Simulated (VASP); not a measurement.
Input of a VASP 6.6.1 run:

INCAR

```
SYSTEM = Ca
ALGO = Fast
DIPOL = 0.5 0.5 0.500
EDIFF = 1E-6
ENCUT = 520
GGA = PE
IDIPOL = 3
ISIF = 2
ISMEAR = 0
LASPH = .TRUE.
LCHARG = .FALSE.
LDIPOL = .TRUE.
LREAL = .FALSE.
LWAVE = .FALSE.
NBANDS = 44
NELM = 80
PREC = Accurate
SIGMA = 0.1
```

File KPOINTS:

```
k-points
0
G
  9 6 1
  0 0 0
```

Contents of POSCAR:

```
Ca
1.0
    3.9066182645      0.0000000000      0.0000000000
    0.0000000000      5.5247925326      0.0000000000
    0.0000000000      0.0000000000     26.7198547934
Ca
7
Direct
    0.5000000000      0.5000000000      0.2806901481
    0.0000000000      0.0000000000      0.3537934321
    0.5000000000      0.5000000000      0.4268967160
    0.0000000000      0.0000000000      0.5000000000
    0.5000000000      0.5000000000      0.5731032840
    0.0000000000      0.0000000000      0.6462065679
    0.5000000000      0.5000000000      0.7193098519
```

Potentials or basis: VASP PAW PBE potentials, release 64 (Ca_sv).

Run with:

```sh
$ cat potpaw_PBE.64/Ca_sv/POTCAR > POTCAR
$ mpirun -np 1 vasp_std > vasp.out
```

**Question.** What does it give for the largest force?

**Answer.** 0.071 eV/Å.

**Question.** Estimate the band gap on the k mesh.

**Answer.** Zero (bands 35 and 36 overlap by 0.28 eV).

Forces in eV/Å, atoms in the order of the input:
```
Ca   0.000  0.000  0.071
Ca   0.000  0.000  0.009
Ca   0.000  0.000 -0.061
Ca   0.000  0.000  0.000
Ca   0.000  0.000  0.061
Ca   0.000  0.000 -0.009
Ca   0.000  0.000 -0.071
```
